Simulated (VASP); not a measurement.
# Bi2S3 (Pnma) in VASP: single point with PBE

Aim: the single point of Bi2S3 with PBE.

Program: VASP 6.6.1. These are calculated values, not measurements. Logs are shortened: lines on timing, memory, paths and dates and some standing lists are left out, and cuts for length are marked.

## (1) The cell of the first run

It takes space group Pnma (No. 62, orthorhombic). The conventional cell has a = 11.305 Å, b = 3.981 Å, c = 11.147 Å, α = 90.00°, β = 90.00°, γ = 90.00°. Within 3.6 Å of Bi (site symmetry m) lie 7 S at 2.70 to 3.35 Å. Within 3.5 Å of Bi (site symmetry m) lie 7 S at 2.63 to 3.29 Å. Within 3.8 Å of S (site symmetry m) lie 5 Bi at 2.70 to 3.29 Å and 6 S at 3.32 to 3.80 Å. Within 3.7 Å of S (site symmetry m) lie 4 Bi at 2.73 to 3.35 Å and 5 S at 3.32 to 3.67 Å. S (site symmetry m) has 5 Bi at 2.63 to 3.03 Å within 3.5 Å.

## (2) Single point, PBE

File INCAR:

```
SYSTEM = Bi2S3
ALGO = Normal
EDIFF = 1E-6
ENCUT = 520
GGA = PE
ISIF = 2
ISMEAR = -1
LASPH = .True.
LCHARG = .False.
LREAL = Auto
LWAVE = .False.
NBANDS = 112
NELM = 60
PREC = Accurate
SIGMA = 0.02
```

File KPOINTS:

```
k-points
0
Gamma
  3 7 3
  0 0 0
```

File POSCAR:

```
Bi2S3
1.0
   11.3050000000      0.0000000000      0.0000000000
    0.0000000000      3.9810000000      0.0000000000
    0.0000000000      0.0000000000     11.1470000000
Bi S
8 12
Direct
    0.5124454902      0.2500000000      0.1752933709
    0.9875545098      0.7500000000      0.6752933709
    0.0124454902      0.2500000000      0.3247066291
    0.4875545098      0.7500000000      0.8247066291
    0.6626306828      0.7500000000      0.4684471818
    0.8373693172      0.2500000000      0.9684471818
    0.1626306828      0.7500000000      0.0315528182
    0.3373693172      0.2500000000      0.5315528182
    0.6224701368      0.7500000000      0.0559504654
    0.8775298632      0.2500000000      0.5559504654
    0.1224701368      0.7500000000      0.4440495346
    0.3775298632      0.2500000000      0.9440495346
    0.7163409346      0.2500000000      0.3071241502
    0.7836590654      0.7500000000      0.8071241502
    0.2163409346      0.2500000000      0.1928758498
    0.2836590654      0.7500000000      0.6928758498
    0.4504494782      0.7500000000      0.3706096546
    0.0495505218      0.2500000000      0.8706096546
    0.9504494782      0.7500000000      0.1293903454
    0.5495505218      0.2500000000      0.6293903454
```

Potentials or basis: VASP PAW PBE potentials, release 64 (Bi_d, S).

On the command line:

```sh
$ cat potpaw_PBE.64/Bi_d/POTCAR potpaw_PBE.64/S/POTCAR > POTCAR
$ mpirun -np 1 vasp_std > vasp.out
```

OUTCAR:

```text
SYSTEM = Bi2S3
   EDIFF = 1E-6
   ENCUT = 520
   GGA = PE
   ISIF = 2
   ISMEAR = -1
   LASPH = .True.
   LREAL = Auto
   NELM = 60
   PREC = Accurate

 ion  position               nearest neighbor table
   1  0.512  0.250  0.175-   9 2.70   9 2.70  13 2.73  12 3.00  17 3.03  17 3.03  15 3.35
   2  0.988  0.750  0.675-  10 2.70  10 2.70  14 2.73  11 3.00  18 3.03  18 3.03  16 3.35
   3  0.012  0.250  0.325-  11 2.70  11 2.70  15 2.73  10 3.00  19 3.03  19 3.03  13 3.35
   4  0.488  0.750  0.825-  12 2.70  12 2.70  16 2.73   9 3.00  20 3.03  20 3.03  14 3.35
   5  0.663  0.750  0.468-  17 2.63  13 2.75  13 2.75  20 2.97  20 2.97  10 3.29  10 3.29
   6  0.837  0.250  0.968-  18 2.63  14 2.75  14 2.75  19 2.97  19 2.97   9 3.29   9 3.29
   7  0.163  0.750  0.032-  19 2.63  15 2.75  15 2.75  18 2.97  18 2.97  12 3.29  12 3.29
   8  0.337  0.250  0.532-  20 2.63  16 2.75  16 2.75  17 2.97  17 2.97  11 3.29  11 3.29
   9  0.622  0.750  0.056-   1 2.70   1 2.70   4 3.00   6 3.29   6 3.29
  10  0.878  0.250  0.556-   2 2.70   2 2.70   3 3.00   5 3.29   5 3.29
  11  0.122  0.750  0.444-   3 2.70   3 2.70   2 3.00   8 3.29   8 3.29
  12  0.378  0.250  0.944-   4 2.70   4 2.70   1 3.00   7 3.29   7 3.29
  13  0.716  0.250  0.307-   1 2.73   5 2.75   5 2.75   3 3.35
  14  0.784  0.750  0.807-   2 2.73   6 2.75   6 2.75   4 3.35
  15  0.216  0.250  0.193-   3 2.73   7 2.75   7 2.75   1 3.35
  16  0.284  0.750  0.693-   4 2.73   8 2.75   8 2.75   2 3.35
  17  0.450  0.750  0.371-   5 2.63   8 2.97   8 2.97   1 3.03   1 3.03
  18  0.050  0.250  0.871-   6 2.63   7 2.97   7 2.97   2 3.03   2 3.03
  19  0.950  0.750  0.129-   7 2.63   6 2.97   6 2.97   3 3.03   3 3.03
  20  0.550  0.250  0.629-   8 2.63   5 2.97   5 2.97   4 3.03   4 3.03

  LATTYP: Found a simple orthorhombic cell.
 ALAT       =     3.9810000000
 B/A-ratio  =     2.8000502386
 C/A-ratio  =     2.8397387591

  Lattice vectors:

 A1 = (   0.0000000000,   3.9810000000,   0.0000000000)
 A2 = (   0.0000000000,   0.0000000000,  11.1470000000)
 A3 = (  11.3050000000,   0.0000000000,   0.0000000000)

Analysis of symmetry for initial positions (statically):
=====================================================================
 Subroutine PRICEL returns:
 Original cell was already a primitive cell.

 Routine SETGRP: Setting up the symmetry group for a
 simple orthorhombic supercell.

 Subroutine GETGRP returns: Found  8 space group operations
 (whereof  2 operations were pure point group operations)
 out of a pool of  8 trial point group operations.

The static configuration has the point symmetry S_2 .
 The point group associated with its full space group is D_2h.

Analysis of symmetry for dynamics (positions and initial velocities):
=====================================================================
 Subroutine PRICEL returns:
 Original cell was already a primitive cell.

 Routine SETGRP: Setting up the symmetry group for a
 simple orthorhombic supercell.

 Subroutine GETGRP returns: Found  8 space group operations
 (whereof  2 operations were pure point group operations)
 out of a pool of  8 trial point group operations.

The dynamic configuration has the point symmetry S_2 .
 The point group associated with its full space group is D_2h.

 Subroutine INISYM returns: Found  8 space group operations
 (whereof  2 operations are pure point group operations),
 and found     1 'primitive' translations

----------------------------------------------------------------------------------------

                                     Primitive cell

  volume of cell :     501.6730

  direct lattice vectors                    reciprocal lattice vectors
    11.305000000  0.000000000  0.000000000     0.088456435  0.000000000  0.000000000
     0.000000000  3.981000000  0.000000000     0.000000000  0.251193168  0.000000000
     0.000000000  0.000000000 11.147000000     0.000000000  0.000000000  0.089710236

  length of vectors
    11.305000000  3.981000000 11.147000000     0.088456435  0.251193168  0.089710236

  position of ions in fractional coordinates (direct lattice)
     0.512445490  0.250000000  0.175293371
     0.987554510  0.750000000  0.675293371
     0.012445490  0.250000000  0.324706629
     0.487554510  0.750000000  0.824706629
     0.662630683  0.750000000  0.468447182
     0.837369317  0.250000000  0.968447182
[... 12 lines left out ...]
     0.950449478  0.750000000  0.129390345
     0.549550522  0.250000000  0.629390345

  ion indices of the primitive-cell ions
   primitive index   ion index
                 1           1
                 2           2
                 3           3
                 4           4
                 5           5
                 6           6
[... 12 lines left out ...]
                19          19
                20          20

----------------------------------------------------------------------------------------

 KPOINTS: k-points

Automatic generation of k-mesh.
 Grid dimensions read from file:
 generate k-points for:    3    7    3

 Generating k-lattice:

  Cartesian coordinates                     Fractional coordinates (reciprocal lattice)
     0.029485478  0.000000000  0.000000000     0.333333333  0.000000000  0.000000000
     0.000000000  0.035884738  0.000000000     0.000000000  0.142857143  0.000000000
     0.000000000  0.000000000  0.029903412     0.000000000  0.000000000  0.333333333

  Length of vectors
     0.029485478  0.035884738  0.029903412

  Shift w.r.t. Gamma in fractional coordinates (k-lattice)
     0.000000000  0.000000000  0.000000000

 Subroutine IBZKPT returns following result:
 ===========================================

 Found     16 irreducible k-points:

 Following reciprocal coordinates:
            Coordinates               Weight
  0.000000  0.000000  0.000000      1.000000
  0.333333  0.000000  0.000000      2.000000
  0.000000  0.142857  0.000000      2.000000
  0.333333  0.142857  0.000000      4.000000
  0.000000  0.285714  0.000000      2.000000
  0.333333  0.285714  0.000000      4.000000
[... 8 lines left out ...]
  0.000000  0.428571  0.333333      4.000000
  0.333333  0.428571  0.333333      8.000000
   k-points           NKPTS =     16   k-points in BZ     NKDIM =     16   number of bands    NBANDS=    112
   number of dos      NEDOS =    301   number of ions     NIONS =     20
   total plane-waves  NPLWV = 211680
   dimension x,y,z NGX =    84 NGY =   30 NGZ =   84
   dimension x,y,z NGXF=   168 NGYF=   60 NGZF=  168
   ions per type =               8  12
   NGX,Y,Z   is equivalent  to a cutoff of  12.35, 12.53, 12.53 a.u.
   NGXF,Y,Z  is equivalent  to a cutoff of  24.71, 25.06, 25.06 a.u.
 SYSTEM =  Bi2S3
   PREC   = accura    normal or accurate (medium, high low for compatibility)
   ISTART =      0    job   : 0-new  1-cont  2-samecut
   ICHARG =      2    charge: 1-file 2-atom 10-const
   ISPIN  =      1    spin polarized calculation?
   LNONCOLLINEAR =      F non collinear calculations
   LSORBIT =      F    spin-orbit coupling
   LASPH  =      T    aspherical Exc in radial PAW
   ENCUT  =  520.0 eV  38.22 Ry    6.18 a.u.  21.02  7.40 20.73*2*pi/ulx,y,z
   NELM   =     60;   NELMIN=  2; NELMDL= -5     # of ELM steps
   EDIFF  = 0.1E-05   stopping-criterion for ELM
   LREAL  =      T    real-space projection
   EDIFFG = 0.1E-04   stopping-criterion for IOM
   NSW    =      0    number of steps for IOM
   IBRION =     -1    ionic relax: 0-MD 1-quasi-New 2-CG
   NFREE  =      0    steps in history (QN), initial steepest desc. (CG)
   ISIF   =      2    stress and relaxation
   ISYM   =      2    0-nonsym 1-usesym 2-fastsym
   POTIM  = 0.5000    time-step for ionic-motion
   TEBEG  =    0.0;   TEEND  =   0.0 temperature during run
   PSTRESS=    0.0 pullay stress
   NELECT =     192.0000    total number of electrons
   NUPDOWN=      -1.0000    fix difference up-down
   EMIN   =  10.00;   EMAX   =-10.00  energy-range for DOS
   EFERMI =   0.00;   METHOD = LEGACY
   ISMEAR =    -1;   SIGMA  =   0.02  broadening in eV -4-tet -1-fermi 0-gaus
   EFERMI_NEDOS =   21; number of points for ismear=-14 and -15
   IALGO  =     38    algorithm
   IMIX   =      4    mixing-type and parameters
     AMIX     =   0.40;   BMIX     =  1.00
     AMIX_MAG =   1.60;   BMIX_MAG =  1.00
  volume/ion in A,a.u.               =      25.08       169.27
  Fermi-wavevector in a.u.,A,eV,Ry     =   1.188598  2.246125 19.221837  1.412765
  Thomas-Fermi vector in A             =   2.324724
   LORBIT       =      0    0 simple, 1 ext, 2 COOP (PROOUT), +10 PAW based schemes
   GGA     = PE    functional components
   LHFCALC =     F    Hartree Fock is set to
   AEXX    =    0.0000 exact exchange contribution
   IVDW    =     0    specifies the selected vdW correction
   LEPSILON=     F    determine dielectric tensor
   LRPA    =     F    only Hartree local field effects (RPA)
 non-spin polarized calculation
  energy-cutoff  :      520.00
  volume of cell :      501.67
 maximum number of plane-waves:     13544
   NGX = 43   NGY = 15   NGZ = 41

 number of electron     192.0000011 magnetization

 Free energy of the ion-electron system (eV)
  ---------------------------------------------------
  ext. energy  EPLUGINS =         0.00000000
  ---------------------------------------------------
  free energy    TOTEN  =       -87.51070241 eV

  energy without entropy =      -87.51070241  energy(sigma->0) =      -87.51070241

 E-fermi :   5.7040     XC(G=0):  -9.7198

 val. band max:        5.2645036160   @ k =   0.3333   0.0000   0.0000
 cond. band min:       6.6141570027   @ k =   0.0000   0.0000   0.0000
 fundamental gap:      1.3496533867
 Fermi energy:         5.7039938986

 k-point     1 :       0.0000    0.0000    0.0000
  band No.  band energies     occupation
      1     -17.3131      2.00000
      2     -17.3114      2.00000
      3     -17.3085      2.00000
      4     -17.3078      2.00000
      5     -17.3051      2.00000
      6     -17.3032      2.00000
[... 100 lines left out ...]
    107       8.3132      0.00000
    108       8.5885      0.00000
[... 1663 lines left out ...]
    107       8.8756      0.00000
    108       9.0069      0.00000
 [bands above 108 left out]

------------------------ aborting loop because EDIFF is reached ----------------------------------------

  FORCE on cell =-STRESS in cart. coord.  units (eV):
  Direction    XX          YY          ZZ          XY          YZ          ZX
  --------------------------------------------------------------------------------------
  -------------------------------------------------------------------------------------
  Total        4.7293301      4.9412182      3.3547091      0.0000000      0.0000000      0.0000000
  in kB       15.1039125     15.7806130     10.7138287      0.0000000      0.0000000      0.0000000
  external PRESSURE =      13.8661181 kB  Pullay stress =       0.0000000 kB

 VOLUME and BASIS-vectors are now :
 -----------------------------------------------------------------------------
  energy-cutoff  :      520.00
  volume of cell :      501.67
      direct lattice vectors                 reciprocal lattice vectors
    11.305000000  0.000000000  0.000000000     0.088456435  0.000000000  0.000000000
     0.000000000  3.981000000  0.000000000     0.000000000  0.251193168  0.000000000
     0.000000000  0.000000000 11.147000000     0.000000000  0.000000000  0.089710236

 POSITION                                       TOTAL-FORCE (eV/Angst)
 -----------------------------------------------------------------------------------
      5.79320      0.99525      1.95400        -0.003239     -0.000000     -0.004641
     11.16430      2.98575      7.52750         0.003239      0.000000     -0.004641
      0.14070      0.99525      3.61950        -0.003239      0.000000      0.004641
      5.51180      2.98575      9.19300         0.003239     -0.000000      0.004641
      7.49104      2.98575      5.22178        -0.007473      0.000000     -0.019419
      9.46646      0.99525     10.79528         0.007473      0.000000     -0.019419
[... 12 lines left out ...]
     10.74483      2.98575      1.44231         0.002423      0.000000     -0.002332
      6.21267      0.99525      7.01581        -0.002423      0.000000     -0.002332
 -----------------------------------------------------------------------------------
    total drift:                                0.000000     -0.000000      0.000000

  FREE ENERGIE OF THE ION-ELECTRON SYSTEM (eV)
  ---------------------------------------------------
  free  energy   TOTEN  =       -87.5107024122 eV

  energy  without entropy=      -87.5107024122  energy(sigma->0) =      -87.51070241
```

Wall time 12 min (1 thread of Intel Xeon 6975P-C (Granite Rapids), shared host); peak memory 0.8 GiB.

What came out:

- Free energy: -87.5107 eV
- Pressure: 1.4 GPa
- Largest force: 0.021 eV/Å
- Band gap on the k mesh: 1.35 eV (least direct gap 1.49 eV)

Forces in eV/Å, atoms in the order of the input:
```
Bi  -0.003  0.000 -0.005
Bi   0.003  0.000 -0.005
Bi  -0.003  0.000  0.005
Bi   0.003  0.000  0.005
Bi  -0.007  0.000 -0.019
Bi   0.007  0.000 -0.019
Bi  -0.007  0.000  0.019
Bi   0.007  0.000  0.019
S    0.003  0.000  0.005
S   -0.003  0.000  0.005
S    0.003  0.000 -0.005
S   -0.003  0.000 -0.005
S    0.009  0.000  0.001
S   -0.009  0.000  0.001
S    0.009  0.000 -0.001
S   -0.009  0.000 -0.001
S    0.002  0.000  0.002
S   -0.002  0.000  0.002
S    0.002  0.000 -0.002
S   -0.002  0.000 -0.002
```

Caveat: spin-orbit coupling is left out, which moves the levels of the heavy elements.
